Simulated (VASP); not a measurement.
Here is a VASP 6.6.1 calculation.

The input POSCAR:

```
Ag
1.0
    2.9645163158      0.0000000000      0.0000000000
   -1.4822581579      2.5673464394      0.0000000000
    0.0000000000      0.0000000000      4.9292527650
Ag
2
Direct
    0.6666666667      0.3333333333      0.7500000000
    0.3333333333      0.6666666667      0.2500000000
```

The input INCAR.step1:

```
PREC = Accurate
ENCUT = 520
EDIFF = 1E-5
ISMEAR = -1
SIGMA = 0.05
LREAL = False
LASPH = True
NELM = 60
ALGO = Normal
ISIF = 2
LWAVE = True
GGA = PE
NBANDS = 18
```

INCAR.step2

```
PREC = Accurate
ENCUT = 520
EDIFF = 1E-6
ISMEAR = -1
SIGMA = 0.05
LREAL = False
LASPH = True
NELM = 60
ALGO = Normal
ISIF = 2
LWAVE = False
LCHARG = True
GGA = B3
LHFCALC = True
AEXX = 0.2
AGGAX = 0.72
AGGAC = 0.81
ALDAC = 0.19
PRECFOCK = Normal
LELF = True
LVHAR = True
ISTART = 1
NBANDS = 18
```

File KPOINTS:

```
regular mesh
0
Gamma
  5 5 3
```

Potentials or basis: VASP PAW PBE potentials, release 64 (Ag).

Command:

```bash
$ cat potpaw_PBE.64/Ag/POTCAR > POTCAR
$ cp INCAR.step1 INCAR
$ mpirun -np 1 vasp_std > vasp.out
$ cp INCAR.step2 INCAR
$ mpirun -np 1 vasp_std > vasp.out
```

**Question.** Predict the band gap on the k mesh.

**Answer.** Zero (bands 11 and 12 overlap by 6.32 eV).

**Question.** Predict the pressure.

**Answer.** 0.0 GPa.

Caveat: the k points lie up to 0.49 Å⁻¹ apart, too coarse for converged energies and pressures of a metal; the PAW data sets were made with another functional, which shifts forces and pressure a little.
